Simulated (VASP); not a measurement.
# Zn4SeO3 (P-43m) in VASP: further runs

Zn4SeO3 is run at these levels: PBE; tasks: single point, relaxation of cell and atoms.

All numbers are computed with VASP 6.6.1; they aren't measurements. Logs are shortened: lines on timing, memory, paths and dates and some standing lists are left out, and cuts for length are marked.

### Step 1. The cell of the first run

Symmetry: P-43m, No. 215, cubic system. The conventional cell has a = 4.897 Å, b = 4.897 Å, c = 4.897 Å, α = 90.00°, β = 90.00°, γ = 90.00°. Zn (site symmetry 3m) has 3 O at 2.05 Å and 1 Se at 2.36 Å within 2.7 Å. Se (site symmetry -43m) has 4 Zn at 2.36 Å within 3.1 Å. O (site symmetry -42m) has 4 Zn at 2.05 Å within 2.7 Å.

### Step 2. Single point, PBE

Input file INCAR:

```
PREC     = Accurate       # precision mode
ENCUT    = 520            # plane-wave cutoff, eV
EDIFF    = 1E-6           # SCF threshold, eV
ISMEAR   = 0              # smearing method
SIGMA    = 0.15           # smearing width, eV
LREAL    = F              # projectors in reciprocal space
LASPH    = T              # aspherical terms in the spheres
NELM     = 80             # most SCF steps
ALGO     = Normal         # electronic algorithm
ISIF     = 2              # what is computed and relaxed
LWAVE    = F              # write WAVECAR
LCHARG   = F              # write CHGCAR
GGA      = PE             # functional
NBANDS   = 46             # bands
```

Input file KPOINTS:

```
Automatic mesh
0
Gamma
  3 3 3
```

Input file POSCAR:

```
Zn4SeO3
1.0
    4.8967050603      0.0000000000      0.0000000000
    0.0000000000      4.8967050603      0.0000000000
    0.0000000000      0.0000000000      4.8967050603
Zn Se O
4 1 3
Direct
    0.2777054348      0.2777054348      0.2777054348
    0.2777054348      0.7222945652      0.7222945652
    0.7222945652      0.2777054348      0.7222945652
    0.7222945652      0.7222945652      0.2777054348
    0.0000000000      0.0000000000      0.0000000000
    0.5000000000      0.5000000000      0.0000000000
    0.5000000000      0.0000000000      0.5000000000
    0.0000000000      0.5000000000      0.5000000000
```

Potentials or basis: VASP PAW PBE potentials, release 64 (Zn, Se, O).

Run with:

```
> cat potpaw_PBE.64/Zn/POTCAR potpaw_PBE.64/Se/POTCAR potpaw_PBE.64/O/POTCAR > POTCAR
> mpirun -np 1 vasp_std > vasp.out
```

OUTCAR:

```text
PREC = Accurate
   ENCUT = 520
   EDIFF = 1E-6
   ISMEAR = 0
   LREAL = F
   LASPH = T
   NELM = 80
   ISIF = 2
   GGA = PE

 ion  position               nearest neighbor table
   1  0.278  0.278  0.278-   6 2.05   7 2.05   8 2.05   5 2.36
   2  0.278  0.722  0.722-   6 2.05   7 2.05   8 2.05   5 2.36
   3  0.722  0.278  0.722-   6 2.05   7 2.05   8 2.05   5 2.36
   4  0.722  0.722  0.278-   6 2.05   7 2.05   8 2.05   5 2.36
   5  0.000  0.000  0.000-   1 2.36   2 2.36   3 2.36   4 2.36
   6  0.500  0.500  0.000-   1 2.05   2 2.05   3 2.05   4 2.05
   7  0.500  0.000  0.500-   1 2.05   2 2.05   3 2.05   4 2.05
   8  0.000  0.500  0.500-   1 2.05   2 2.05   3 2.05   4 2.05

  LATTYP: Found a simple cubic cell.
 ALAT       =     4.8967050603

  Lattice vectors:

 A1 = (   4.8967050603,   0.0000000000,   0.0000000000)
 A2 = (   0.0000000000,   4.8967050603,   0.0000000000)
 A3 = (   0.0000000000,   0.0000000000,   4.8967050603)

Analysis of symmetry for initial positions (statically):
=====================================================================
 Subroutine PRICEL returns:
 Original cell was already a primitive cell.

 Routine SETGRP: Setting up the symmetry group for a
 simple cubic supercell.

 Subroutine GETGRP returns: Found 24 space group operations
 (whereof 24 operations were pure point group operations)
 out of a pool of 48 trial point group operations.

The static configuration has the point symmetry T_d .

Analysis of symmetry for dynamics (positions and initial velocities):
=====================================================================
 Subroutine PRICEL returns:
 Original cell was already a primitive cell.

 Routine SETGRP: Setting up the symmetry group for a
 simple cubic supercell.

 Subroutine GETGRP returns: Found 24 space group operations
 (whereof 24 operations were pure point group operations)
 out of a pool of 48 trial point group operations.

The dynamic configuration has the point symmetry T_d .

 Subroutine INISYM returns: Found 24 space group operations
 (whereof 24 operations are pure point group operations),
 and found     1 'primitive' translations

----------------------------------------------------------------------------------------

                                     Primitive cell

  volume of cell :     117.4118

  direct lattice vectors                    reciprocal lattice vectors
     4.896705060  0.000000000  0.000000000     0.204218957  0.000000000  0.000000000
     0.000000000  4.896705060  0.000000000     0.000000000  0.204218957  0.000000000
     0.000000000  0.000000000  4.896705060     0.000000000  0.000000000  0.204218957

  length of vectors
     4.896705060  4.896705060  4.896705060     0.204218957  0.204218957  0.204218957

  position of ions in fractional coordinates (direct lattice)
     0.277705435  0.277705435  0.277705435
     0.277705435  0.722294565  0.722294565
     0.722294565  0.277705435  0.722294565
     0.722294565  0.722294565  0.277705435
     0.000000000  0.000000000  0.000000000
     0.500000000  0.500000000  0.000000000
     0.500000000  0.000000000  0.500000000
     0.000000000  0.500000000  0.500000000

  ion indices of the primitive-cell ions
   primitive index   ion index
                 1           1
                 2           2
                 3           3
                 4           4
                 5           5
                 6           6
                 7           7
                 8           8

----------------------------------------------------------------------------------------

 KPOINTS: Automatic mesh

Automatic generation of k-mesh.
 Grid dimensions read from file:
 generate k-points for:    3    3    3

 Generating k-lattice:

  Cartesian coordinates                     Fractional coordinates (reciprocal lattice)
     0.068072986  0.000000000  0.000000000     0.333333333  0.000000000  0.000000000
     0.000000000  0.068072986  0.000000000     0.000000000  0.333333333  0.000000000
     0.000000000  0.000000000  0.068072986     0.000000000  0.000000000  0.333333333

  Length of vectors
     0.068072986  0.068072986  0.068072986

  Shift w.r.t. Gamma in fractional coordinates (k-lattice)
     0.000000000  0.000000000  0.000000000

 Subroutine IBZKPT returns following result:
 ===========================================

 Found      4 irreducible k-points:

 Following reciprocal coordinates:
            Coordinates               Weight
  0.000000  0.000000  0.000000      1.000000
  0.333333  0.000000  0.000000      6.000000
  0.333333  0.333333  0.000000     12.000000
  0.333333  0.333333  0.333333      8.000000
   k-points           NKPTS =      4   k-points in BZ     NKDIM =      4   number of bands    NBANDS=     46
   number of dos      NEDOS =    301   number of ions     NIONS =      8
   total plane-waves  NPLWV =  46656
   dimension x,y,z NGX =    36 NGY =   36 NGZ =   36
   dimension x,y,z NGXF=    72 NGYF=   72 NGZF=   72
   ions per type =               4   1   3
   NGX,Y,Z   is equivalent  to a cutoff of  12.22, 12.22, 12.22 a.u.
   NGXF,Y,Z  is equivalent  to a cutoff of  24.44, 24.44, 24.44 a.u.
 SYSTEM =  unknown system
   PREC   = accura    normal or accurate (medium, high low for compatibility)
   ISTART =      0    job   : 0-new  1-cont  2-samecut
   ICHARG =      2    charge: 1-file 2-atom 10-const
   ISPIN  =      1    spin polarized calculation?
   LNONCOLLINEAR =      F non collinear calculations
   LSORBIT =      F    spin-orbit coupling
   LASPH  =      T    aspherical Exc in radial PAW
   ENCUT  =  520.0 eV  38.22 Ry    6.18 a.u.   9.10  9.10  9.10*2*pi/ulx,y,z
   NELM   =     80;   NELMIN=  2; NELMDL= -5     # of ELM steps
   EDIFF  = 0.1E-05   stopping-criterion for ELM
   LREAL  =      F    real-space projection
   EDIFFG = 0.1E-04   stopping-criterion for IOM
   NSW    =      0    number of steps for IOM
   IBRION =     -1    ionic relax: 0-MD 1-quasi-New 2-CG
   NFREE  =      0    steps in history (QN), initial steepest desc. (CG)
   ISIF   =      2    stress and relaxation
   ISYM   =      2    0-nonsym 1-usesym 2-fastsym
   POTIM  = 0.5000    time-step for ionic-motion
   TEBEG  =    0.0;   TEEND  =   0.0 temperature during run
   PSTRESS=    0.0 pullay stress
   NELECT =      72.0000    total number of electrons
   NUPDOWN=      -1.0000    fix difference up-down
   EMIN   =  10.00;   EMAX   =-10.00  energy-range for DOS
   EFERMI =   0.00;   METHOD = LEGACY
   ISMEAR =     0;   SIGMA  =   0.15  broadening in eV -4-tet -1-fermi 0-gaus
   EFERMI_NEDOS =   21; number of points for ismear=-14 and -15
   IALGO  =     38    algorithm
   IMIX   =      4    mixing-type and parameters
     AMIX     =   0.40;   BMIX     =  1.00
     AMIX_MAG =   1.60;   BMIX_MAG =  1.00
  volume/ion in A,a.u.               =      14.68        99.04
  Fermi-wavevector in a.u.,A,eV,Ry     =   1.390855  2.628334 26.320149  1.934476
  Thomas-Fermi vector in A             =   2.514750
   LORBIT       =      0    0 simple, 1 ext, 2 COOP (PROOUT), +10 PAW based schemes
   GGA     = PE    functional components
   LHFCALC =     F    Hartree Fock is set to
   AEXX    =    0.0000 exact exchange contribution
   IVDW    =     0    specifies the selected vdW correction
   LEPSILON=     F    determine dielectric tensor
   LRPA    =     F    only Hartree local field effects (RPA)
 non-spin polarized calculation
 Gauss-broadening in eV      SIGMA  =   0.15
  energy-cutoff  :      520.00
  volume of cell :      117.41
 maximum number of plane-waves:      3171
   NGX = 19   NGY = 19   NGZ = 19

 number of electron      71.9999963 magnetization

 Free energy of the ion-electron system (eV)
  ---------------------------------------------------
  ext. energy  EPLUGINS =         0.00000000
  ---------------------------------------------------
  free energy    TOTEN  =       -31.71549357 eV

  energy without entropy =      -31.70598367  energy(sigma->0) =      -31.71073862

 E-fermi :   1.3555     XC(G=0): -10.3446

 val. band max:        1.3023041439   @ k =   0.0000   0.0000   0.0000
 cond. band min:       3.0723862273   @ k =   0.3333   0.0000   0.0000
 fundamental gap:      1.7700820834
 Fermi energy:         1.3555031216

 k-point     1 :       0.0000    0.0000    0.0000
  band No.  band energies     occupation
      1     -16.2751      2.00000
      2     -15.7774      2.00000
      3     -15.7774      2.00000
      4     -10.9096      2.00000
      5      -4.9598      2.00000
      6      -4.9598      2.00000
[... 38 lines left out ...]
     45      10.5491      0.00000
     46      10.5491      0.00000

 k-point     2 :       0.3333    0.0000    0.0000
  band No.  band energies     occupation
      1     -16.1624      2.00000
      2     -15.8797      2.00000
      3     -15.7754      2.00000
      4     -10.9360      2.00000
      5      -5.0360      2.00000
      6      -4.8187      2.00000
[... 38 lines left out ...]
     45      10.7354      0.00000
     46      11.0423      0.00000

 k-point     3 :       0.3333    0.3333    0.0000
  band No.  band energies     occupation
      1     -16.0714      2.00000
      2     -15.8918      2.00000
      3     -15.8383      2.00000
      4     -10.9358      2.00000
      5      -4.9330      2.00000
      6      -4.8193      2.00000
[... 38 lines left out ...]
     45       9.5804      0.00000
     46       9.9734      0.00000

 k-point     4 :       0.3333    0.3333    0.3333
  band No.  band energies     occupation
      1     -16.0090      2.00000
      2     -15.8871      2.00000
      3     -15.8871      2.00000
      4     -10.9095      2.00000
      5      -4.8715      2.00000
      6      -4.7769      2.00000
[... 38 lines left out ...]
     45      10.8248      0.00000
     46      10.8248      0.00000

------------------------ aborting loop because EDIFF is reached ----------------------------------------

  FORCE on cell =-STRESS in cart. coord.  units (eV):
  Direction    XX          YY          ZZ          XY          YZ          ZX
  --------------------------------------------------------------------------------------
  -------------------------------------------------------------------------------------
  Total        0.2294569      0.2294569      0.2294569      0.0000000     -0.0000000      0.0000000
  in kB        3.1311214      3.1311214      3.1311214      0.0000000     -0.0000000      0.0000000
  external PRESSURE =       3.1311214 kB  Pullay stress =       0.0000000 kB

 VOLUME and BASIS-vectors are now :
 -----------------------------------------------------------------------------
  energy-cutoff  :      520.00
  volume of cell :      117.41
      direct lattice vectors                 reciprocal lattice vectors
     4.896705060  0.000000000  0.000000000     0.204218957  0.000000000  0.000000000
     0.000000000  4.896705060  0.000000000     0.000000000  0.204218957  0.000000000
     0.000000000  0.000000000  4.896705060     0.000000000  0.000000000  0.204218957

 POSITION                                       TOTAL-FORCE (eV/Angst)
 -----------------------------------------------------------------------------------
      1.35984      1.35984      1.35984         0.005815      0.005815      0.005815
      1.35984      3.53686      3.53686         0.005815     -0.005815     -0.005815
      3.53686      1.35984      3.53686        -0.005815      0.005815     -0.005815
      3.53686      3.53686      1.35984        -0.005815     -0.005815      0.005815
      0.00000      0.00000      0.00000         0.000000      0.000000      0.000000
      2.44835      2.44835      0.00000        -0.000000     -0.000000      0.000000
      2.44835      0.00000      2.44835         0.000000      0.000000      0.000000
      0.00000      2.44835      2.44835        -0.000000      0.000000      0.000000
 -----------------------------------------------------------------------------------
    total drift:                                0.000000      0.000000     -0.000000

  FREE ENERGIE OF THE ION-ELECTRON SYSTEM (eV)
  ---------------------------------------------------
  free  energy   TOTEN  =       -31.7154935656 eV

  energy  without entropy=      -31.7059836664  energy(sigma->0) =      -31.71073862
```

Run time: 21 s. Hardware: 1 thread of Intel Xeon Platinum 8488C (Sapphire Rapids), shared host; peak memory 0.21 GiB.

Results:

| Item | Value |
| --- | --- |
| Free energy | -31.7155 eV |
| Pressure | 0.3 GPa |
| Largest force | 0.010 eV/Å |
| Band gap on the k mesh | zero (filled and empty bands touch) |

Forces in eV/Å, atoms in the order of the input:
```
Zn   0.006  0.006  0.006
Zn   0.006 -0.006 -0.006
Zn  -0.006  0.006 -0.006
Zn  -0.006 -0.006  0.006
Se   0.000  0.000  0.000
O    0.000  0.000  0.000
O    0.000  0.000  0.000
O    0.000  0.000  0.000
```

Caveat: the k points lie up to 0.43 Å⁻¹ apart.

[end of part 1 of 2]
